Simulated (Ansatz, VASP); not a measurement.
# Two plane-wave programs on MnS

```
CELL_PARAMETERS angstrom
0.00000 2.60450 2.60450
2.60450 0.00000 2.60450
2.60450 2.60450 0.00000
ATOMIC_POSITIONS crystal
Mn 0.00000 0.00000 0.00000
S 0.50000 0.50000 0.50000
```

Alike in both runs: functional B3LYP5; k mesh 5 × 5 × 5; occupations fermi-dirac, width 0.05 eV; collinear spin.

```csv
,VASP,Ansatz
version,VASP 6.6.1,Ansatz 0.2.0
potentials or method,"VASP PAW PBE potentials, release 64 (Mn_pv, S)",Ansatz PAW
plane-wave cutoff (eV),520,420
valence electrons in the cell,19,21
task,single point,band structure
```

VASP gave:

| Property | Result |
| --- | --- |
| gap on the k mesh at the Fermi level (eV) | 1.35 |
| least direct gap on the mesh (eV) | 3.25 |
| pressure (GPa) | 5.5 |
| net moment per atom (μB) | 2.50 |
| size of the moment on the site where the two differ most (μB) | 0.15 |

Problem. Which values does Ansatz return?

Solution. gap on the k mesh at the Fermi level (eV): 1.34; least direct gap on the mesh (eV): 3.24; pressure (GPa): 5.7; net moment per atom (μB): 2.50; size of the moment on the site where the two differ most (μB): 0.20.

VASP's potentials were made for PBE, not for B3LYP5. Site moments also hang on the region over which each program counts them. VASP's potentials hold 19 valence electrons a cell and Ansatz's 21, so a difference there can come from the potentials and not from the codes.

Noted on Ansatz's run: the magnetic or orbital state may not be the lowest; the k mesh misses the band edges, so the gap on the mesh is wider than the one along the path.
